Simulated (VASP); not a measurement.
A run of VASP 6.6.1 is set up as follows.

Contents of INCAR:

```
PREC     = Accurate       # precision mode
ENCUT    = 600            # plane-wave cutoff, eV
EDIFF    = 1E-6           # SCF threshold, eV
ISMEAR   = 0              # smearing method
SIGMA    = 0.01           # smearing width, eV
LREAL    = False          # projectors in reciprocal space
LASPH    = True           # aspherical terms in the spheres
NELM     = 120            # most SCF steps
ALGO     = Normal         # electronic algorithm
ISIF     = 2              # what is computed and relaxed
LWAVE    = False          # write WAVECAR
LCHARG   = False          # write CHGCAR
GGA      = PE             # functional
NBANDS   = 19             # bands
GGA_COMPAT= False
```

File KPOINTS:

```
Automatic mesh
0
Gamma
  4 4 4
```

The input POSCAR:

```
CaF2
1.0
    0.0000000000      2.8073817490      2.8073817490
    2.8073817490      0.0000000000      2.8073817490
    2.8073817490      2.8073817490      0.0000000000
Ca F
1 2
Direct
    0.0000000000      0.0000000000      0.0000000000
    0.2500000000      0.2500000000      0.2500000000
    0.7500000000      0.7500000000      0.7500000000
```

Potentials or basis: VASP PAW PBE potentials, release 64 (Ca_sv, F).

The run is started by

```console
$ cat potpaw_PBE.64/Ca_sv/POTCAR potpaw_PBE.64/F/POTCAR > POTCAR
$ mpirun -np 1 vasp_std > vasp.out
```

Predict the band gap on the k mesh.

6.80 eV, indirect (least direct gap 7.05 eV).

What does it give for the pressure?

-3.8 GPa.

Caveat: the k points lie up to 0.48 Å⁻¹ apart. A k mesh can miss the band edges.
